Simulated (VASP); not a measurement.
# Sb (R-3m) in VASP: a series of runs, part 2 of 2

VASP 6.6.1. The steps go on from the part before.

**3. Single point, r2SCAN**

This run uses another cell than the first one, of the same volume but with other edges.

Contents of POSCAR:

```
Sb
1.0
    2.1705673628      1.2531776512      3.8683027600
   -2.1705673628      1.2531776512      3.8683027600
    0.0000000000     -2.5063553024      3.8683027600
Sb
2
Direct
    0.2314206548      0.2314206548      0.2314206548
    0.7685793452      0.7685793452      0.7685793452
```

Contents of INCAR.step1:

```
PREC = Accurate
ENCUT = 520
ISMEAR = 0
SIGMA = 0.1
LREAL = F
LASPH = T
NELM = 80
NBANDS = 12
GGA = PE
ALGO = Normal
EDIFF = 1E-4
LWAVE = T
LCHARG = F
```

Contents of INCAR.step2:

```
PREC = Accurate
ENCUT = 520
EDIFF = 1E-6
ISMEAR = 0
SIGMA = 0.1
LREAL = F
LASPH = T
NELM = 80
ALGO = Normal
ISIF = 2
LWAVE = F
LCHARG = F
METAGGA = R2SCAN
LMIXTAU = T
NBANDS = 12
ISTART = 1
```

Contents of KPOINTS:

```
Automatic mesh
0
Gamma
  12 12 12
```

Potentials or basis: VASP PAW PBE potentials, release 64 (Sb).

Run with:

```
$ cat potpaw_PBE.64/Sb/POTCAR > POTCAR
$ cp INCAR.step1 INCAR
$ mpirun -np 1 vasp_std > vasp.out
$ cp INCAR.step2 INCAR
$ mpirun -np 1 vasp_std > vasp.out
```

OUTCAR:

```text
PREC = Accurate
   ENCUT = 520
   EDIFF = 1E-6
   ISMEAR = 0
   LREAL = F
   LASPH = T
   NELM = 80
   ISIF = 2
   METAGGA = R2SCAN
   ISTART = 1

 ion  position               nearest neighbor table
   1  0.231  0.231  0.231-   2 2.92   2 2.92   2 2.92   2 3.45   2 3.45   2 3.45
   2  0.769  0.769  0.769-   1 2.92   1 2.92   1 2.92   1 3.45   1 3.45   1 3.45

  LATTYP: Found a trigonal (rhomboedric) cell.
 ALAT       =     4.6092931286
 COS(alpha) =     0.5564854451

  Lattice vectors:

 A1 = (   2.1705673628,   1.2531776512,   3.8683027600)
 A2 = (  -2.1705673628,   1.2531776512,   3.8683027600)
 A3 = (   0.0000000000,  -2.5063553024,   3.8683027600)

Analysis of symmetry for initial positions (statically):
=====================================================================
 Subroutine PRICEL returns:
 Original cell was already a primitive cell.

 Routine SETGRP: Setting up the symmetry group for a
 trigonal (rhombohedral) supercell.

 Subroutine GETGRP returns: Found 12 space group operations
 (whereof 12 operations were pure point group operations)
 out of a pool of 12 trial point group operations.

The static configuration has the point symmetry D_3d.

Analysis of symmetry for dynamics (positions and initial velocities):
=====================================================================
 Subroutine PRICEL returns:
 Original cell was already a primitive cell.

 Routine SETGRP: Setting up the symmetry group for a
 trigonal (rhombohedral) supercell.

 Subroutine GETGRP returns: Found 12 space group operations
 (whereof 12 operations were pure point group operations)
 out of a pool of 12 trial point group operations.

The dynamic configuration has the point symmetry D_3d.

 Subroutine INISYM returns: Found 12 space group operations
 (whereof 12 operations are pure point group operations),
 and found     1 'primitive' translations

----------------------------------------------------------------------------------------

                                     Primitive cell

  volume of cell :      63.1332

  direct lattice vectors                    reciprocal lattice vectors
     2.170567363  1.253177651  3.868302760     0.230354519  0.132995243  0.086170435
    -2.170567363  1.253177651  3.868302760    -0.230354519  0.132995243  0.086170435
     0.000000000 -2.506355302  3.868302760     0.000000000 -0.265990487  0.086170435

  length of vectors
     4.609293129  4.609293129  4.609293129     0.279600220  0.279600220  0.279600220

  position of ions in fractional coordinates (direct lattice)
     0.231420655  0.231420655  0.231420655
     0.768579345  0.768579345  0.768579345

  ion indices of the primitive-cell ions
   primitive index   ion index
                 1           1
                 2           2

----------------------------------------------------------------------------------------

 KPOINTS: Automatic mesh

Automatic generation of k-mesh.
 Grid dimensions read from file:
 generate k-points for:   12   12   12

 Generating k-lattice:

  Cartesian coordinates                     Fractional coordinates (reciprocal lattice)
     0.019196210  0.011082937  0.007180870     0.083333333  0.000000000  0.000000000
    -0.019196210  0.011082937  0.007180870     0.000000000  0.083333333  0.000000000
     0.000000000 -0.022165874  0.007180870     0.000000000  0.000000000  0.083333333

  Length of vectors
     0.023300018  0.023300018  0.023300018

  Shift w.r.t. Gamma in fractional coordinates (k-lattice)
     0.000000000  0.000000000  0.000000000

 Subroutine IBZKPT returns following result:
 ===========================================

 Found    189 irreducible k-points:

 Following reciprocal coordinates:
            Coordinates               Weight
  0.000000  0.000000  0.000000      1.000000
  0.083333 -0.000000 -0.000000      6.000000
  0.166667  0.000000 -0.000000      6.000000
  0.250000  0.000000  0.000000      6.000000
  0.333333 -0.000000  0.000000      6.000000
  0.416667  0.000000  0.000000      6.000000
[... 16 lines left out ...]
  0.500000  0.166667 -0.000000     12.000000
 -0.416667  0.166667  0.000000     12.000000
 [... further k-points ...]
   k-points           NKPTS =    189   k-points in BZ     NKDIM =    189   number of bands    NBANDS=     12
   number of dos      NEDOS =    301   number of ions     NIONS =      2
   total plane-waves  NPLWV =  46656
   dimension x,y,z NGX =    36 NGY =   36 NGZ =   36
   dimension x,y,z NGXF=    72 NGYF=   72 NGZF=   72
   ions per type =               2
   NGX,Y,Z   is equivalent  to a cutoff of  12.98, 12.98, 12.98 a.u.
   NGXF,Y,Z  is equivalent  to a cutoff of  25.97, 25.97, 25.97 a.u.
 SYSTEM =  unknown system
   PREC   = accura    normal or accurate (medium, high low for compatibility)
   ISTART =      1    job   : 0-new  1-cont  2-samecut
   ICHARG =      0    charge: 1-file 2-atom 10-const
   ISPIN  =      1    spin polarized calculation?
   LNONCOLLINEAR =      F non collinear calculations
   LSORBIT =      F    spin-orbit coupling
   LASPH  =      T    aspherical Exc in radial PAW
   ENCUT  =  520.0 eV  38.22 Ry    6.18 a.u.   8.57  8.57  8.57*2*pi/ulx,y,z
   NELM   =     80;   NELMIN=  2; NELMDL=  0     # of ELM steps
   EDIFF  = 0.1E-05   stopping-criterion for ELM
   LREAL  =      F    real-space projection
   EDIFFG = 0.1E-04   stopping-criterion for IOM
   NSW    =      0    number of steps for IOM
   IBRION =     -1    ionic relax: 0-MD 1-quasi-New 2-CG
   NFREE  =      0    steps in history (QN), initial steepest desc. (CG)
   ISIF   =      2    stress and relaxation
   ISYM   =      2    0-nonsym 1-usesym 2-fastsym
   POTIM  = 0.5000    time-step for ionic-motion
   TEBEG  =    0.0;   TEEND  =   0.0 temperature during run
   PSTRESS=    0.0 pullay stress
   NELECT =      10.0000    total number of electrons
   NUPDOWN=      -1.0000    fix difference up-down
   EMIN   =  10.00;   EMAX   =-10.00  energy-range for DOS
   EFERMI =   0.00;   METHOD = LEGACY
   ISMEAR =     0;   SIGMA  =   0.10  broadening in eV -4-tet -1-fermi 0-gaus
   EFERMI_NEDOS =   21; number of points for ismear=-14 and -15
   IALGO  =     38    algorithm
   IMIX   =      4    mixing-type and parameters
     AMIX     =   0.40;   BMIX     =  1.00
     AMIX_MAG =   1.60;   BMIX_MAG =  1.00
  volume/ion in A,a.u.               =      31.57       213.02
  Fermi-wavevector in a.u.,A,eV,Ry     =   0.885773  1.673868 10.675040  0.784593
  Thomas-Fermi vector in A             =   2.006851
   LORBIT       =      0    0 simple, 1 ext, 2 COOP (PROOUT), +10 PAW based schemes
   METAGGA = R2SCAN    functional components
   LHFCALC =     F    Hartree Fock is set to
   AEXX    =    0.0000 exact exchange contribution
   IVDW    =     0    specifies the selected vdW correction
   LEPSILON=     F    determine dielectric tensor
   LRPA    =     F    only Hartree local field effects (RPA)
 non-spin polarized calculation
 Gauss-broadening in eV      SIGMA  =   0.10
  energy-cutoff  :      520.00
  volume of cell :       63.13
 maximum number of plane-waves:      1722
 NGX is ok and might be reduce to    36

 number of electron      10.0000000 magnetization

 Free energy of the ion-electron system (eV)
  ---------------------------------------------------
  ext. energy  EPLUGINS =         0.00000000
  ---------------------------------------------------
  free energy    TOTEN  =       -51.39336839 eV

  energy without entropy =      -51.39273663  energy(sigma->0) =      -51.39305251

 E-fermi :   6.7628     XC(G=0):  -9.7817

 val. band max:        6.7620905741   @ k =   0.3333   0.1667   0.1667
 cond. band min:       6.7938041984   @ k =   0.4167   0.0833   0.0833
 fundamental gap:      0.0317136243
 Fermi energy:         6.7628234008

 k-point     1 :       0.0000    0.0000    0.0000
  band No.  band energies     occupation
      1      -6.3443      2.00000
      2       1.6681      2.00000
      3       4.4875      2.00000
      4       4.8026      2.00000
      5       4.8026      2.00000
      6       8.6319      0.00000
      7       9.3624      0.00000
      8       9.3624      0.00000
      9      12.3001      0.00000
     10      12.3001      0.00000
     11      12.5215      0.00000
     12      13.8913      0.00000
[... 331 lines left out ...]
 k-point    24 :      -0.4167    0.1667    0.0000
  band No.  band energies     occupation
      1      -3.8180      2.00000
      2      -2.9989      2.00000
      3       2.8661      2.00000
      4       4.2674      2.00000
      5       4.9831      2.00000
      6       7.7535      0.00000
      7       8.0563      0.00000
      8       9.8321      0.00000
      9      13.5282      0.00000
     10      14.2260      0.00000
     11      14.8229      0.00000
     12      16.8931      0.00000

 [... further k-points ...]
[... 5 lines left out ...]
  --------------------------------------------------------------------------------------
  -------------------------------------------------------------------------------------
  Total        0.0511193      0.0511193      0.0286920      0.0000000      0.0000000      0.0000000
  in kB        1.2972936      1.2972936      0.7281377      0.0000000      0.0000000      0.0000000
  external PRESSURE =       1.1075750 kB  Pullay stress =       0.0000000 kB

 VOLUME and BASIS-vectors are now :
 -----------------------------------------------------------------------------
  energy-cutoff  :      520.00
  volume of cell :       63.13
      direct lattice vectors                 reciprocal lattice vectors
     2.170567363  1.253177651  3.868302760     0.230354519  0.132995243  0.086170435
    -2.170567363  1.253177651  3.868302760    -0.230354519  0.132995243  0.086170435
     0.000000000 -2.506355302  3.868302760     0.000000000 -0.265990487  0.086170435

 POSITION                                       TOTAL-FORCE (eV/Angst)
 -----------------------------------------------------------------------------------
      0.00000      0.00000      2.68562         0.000000      0.000000      0.053640
      0.00000      0.00000      8.91929         0.000000      0.000000     -0.053640
 -----------------------------------------------------------------------------------
    total drift:                                0.000000      0.000000     -0.000000

  FREE ENERGIE OF THE ION-ELECTRON SYSTEM (eV)
  ---------------------------------------------------
  free  energy   TOTEN  =       -51.3933683867 eV

  energy  without entropy=      -51.3927366331  energy(sigma->0) =      -51.39305251
```

OUTCAR.step1:

```text
PREC = Accurate
   ENCUT = 520
   ISMEAR = 0
   LREAL = F
   LASPH = T
[... 582 lines left out ...]
 -----------------------------------------------------------------------------------
      0.00000      0.00000      2.68562         0.000000      0.000000      0.220252
      0.00000      0.00000      8.91929         0.000000     -0.000000     -0.220252
 -----------------------------------------------------------------------------------
    total drift:                                0.000000      0.000000     -0.000000

  FREE ENERGIE OF THE ION-ELECTRON SYSTEM (eV)
  ---------------------------------------------------
  free  energy   TOTEN  =        -8.2685628648 eV

  energy  without entropy=       -8.2678392812  energy(sigma->0) =       -8.26820107
```

It took 3.4 min on 1 thread of Intel Xeon 6975P-C (Granite Rapids), shared host; peak memory 0.29 GiB.

Results:

- Free energy: -51.3934 eV
- Pressure: 0.1 GPa
- Largest force: 0.054 eV/Å
- Band gap on the k mesh: zero (bands 5 and 6 overlap by 0.14 eV)

Forces in eV/Å, atoms in the order of the input:
```
Sb   0.000  0.000  0.054
Sb   0.000  0.000 -0.054
```

Levels at points of the mesh, in eV from the Fermi level:
| k point | band 1 | band 2 | band 3 | band 4 | band 5 | band 6 | band 7 | band 8 | band 9 | band 10 |
| --- | --- | --- | --- | --- | --- | --- | --- | --- | --- | --- |
| (0.00, 0.00, 0.00) | -13.11 | -5.09 | -2.28 | -1.96 | -1.96 | 1.87 | 2.60 | 2.60 | 5.54 | 5.54 |
| (0.50, 0.00, 0.00) | -10.76 | -9.89 | -2.26 | -2.17 | -0.37 | -0.15 | 0.30 | 0.70 | 7.81 | 8.19 |
| (0.50, 0.50, 0.00) | -10.76 | -8.41 | -5.42 | -3.85 | -3.77 | 1.68 | 4.87 | 5.73 | 6.84 | 8.89 |
| (0.50, 0.50, 0.50) | -11.75 | -9.09 | -1.51 | -1.51 | -0.44 | 0.26 | 0.26 | 1.32 | 7.17 | 8.79 |

Caveat: the PAW data sets were made with another functional, which shifts forces and pressure a little; spin-orbit coupling is left out, which moves the levels of the heavy elements.

The gap in the log of VASP goes by the Fermi energy; the results here count the filled bands.